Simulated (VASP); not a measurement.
Write the native input for VASP 6.6.1 that does the following.

| Item | Value |
| --- | --- |
| Task | single point |
| Functional | PBE |
| Potentials or basis | VASP PAW PBE potentials, release 64 (Zn, S) |
| Cutoff | 400 eV |
| k mesh | 2 × 2 × 1, shifted |
| Occupations | fermi-dirac, width 0.0689 eV |
| Spin | no spin polarisation |
| Dipole correction | no |
| Further INCAR settings | LREAL = Auto; ALGO = Normal; EDIFF = 1e-06; NBANDS = 96; ISYM = -1 |

The structure of ZnS lies in POSCAR:

```
ZnS
1.0
    0.0000000000     -6.6360917826      0.0000000000
    5.7470240656     -3.3180458913      0.0000000000
    0.0000000000     -2.2120305942      9.4138830691
Zn S
9 9
Direct
    0.6737289346      0.6621169420      0.9852465696
    0.3651186232      0.3013989467      0.9967216430
   -0.0125913296      0.0101003579      0.9995249496
    0.5056078172      0.6356066998      0.6560659352
    0.0971246337      0.3555746377      0.6462994022
    0.7810483515      1.0135741444      0.6690996642
    0.2721177600      0.6440122675      0.3103321954
    0.9098630007      0.3207388692      0.3416120613
    0.5420859938      0.9927976523      0.3477376951
    0.6173245488      0.6283855712      0.2453919369
    0.2707813626      0.3231629064      0.2517554109
    0.9220604870      0.0139961133      0.2512936461
    0.1408908590      0.6831869773      0.5827051345
    0.8241936097      0.3129767649      0.5922518858
    0.4746551500      0.0108778038      0.5813372611
    0.3203118146      0.6953139493      0.9245300729
    0.0198224513      0.3502120362      0.9148529822
    0.6836018048      0.9873203827      0.9152167004
```

This cell differs from its parent crystal: dynamics (nvt langevin) at 800 K, volume x 1.02, from the last frame before.

One way to write it, as run:

INCAR

```
SYSTEM = ZnS
PREC     = Accurate       ! precision mode
ENCUT    = 400            ! plane-wave cutoff, eV
EDIFF    = 1E-6           ! SCF threshold, eV
ISMEAR   = -1             ! smearing method
SIGMA    = 0.0689         ! smearing width, eV
LREAL    = Auto         
LASPH    = .TRUE.         ! aspherical terms in the spheres
NELM     = 120            ! most SCF steps
ALGO     = Normal         ! electronic algorithm
ISIF     = 2              ! what is computed and relaxed
LWAVE    = .FALSE.        ! write WAVECAR
LCHARG   = .TRUE.         ! write CHGCAR
GGA      = PE             ! functional
LELF     = .TRUE.         ! ELF
LVHAR    = .TRUE.       
NBANDS   = 96             ! bands
GGA_COMPAT= .FALSE.      
ISYM     = -1
```

KPOINTS

```
explicit points
2
Reciprocal
  0.25000000   0.25000000   0.00000000 2
  0.25000000   0.75000000   0.00000000 2
```

Potentials or basis: VASP PAW PBE potentials, release 64 (Zn, S).

Run with:

```bash
$ cat potpaw_PBE.64/Zn/POTCAR potpaw_PBE.64/S/POTCAR > POTCAR
$ mpirun -np 1 vasp_std > vasp.out
```

It gave:

| Property | Result |
| --- | --- |
| Pressure | 2.4 GPa |
| Largest force | 2.691 eV/Å |
| Band gap on the k mesh | 3.11 eV |

Caveat: the atoms stand as in a frame of molecular dynamics; a shifted mesh leaves out Γ, where band edges can lie; forces of over 1 eV/Å act on the atoms, so gaps and moduli don't describe the material at rest.

Run time: 4.4 min on 1 thread of Intel Xeon 8259CL (shared host), peak memory 0.36 GiB.
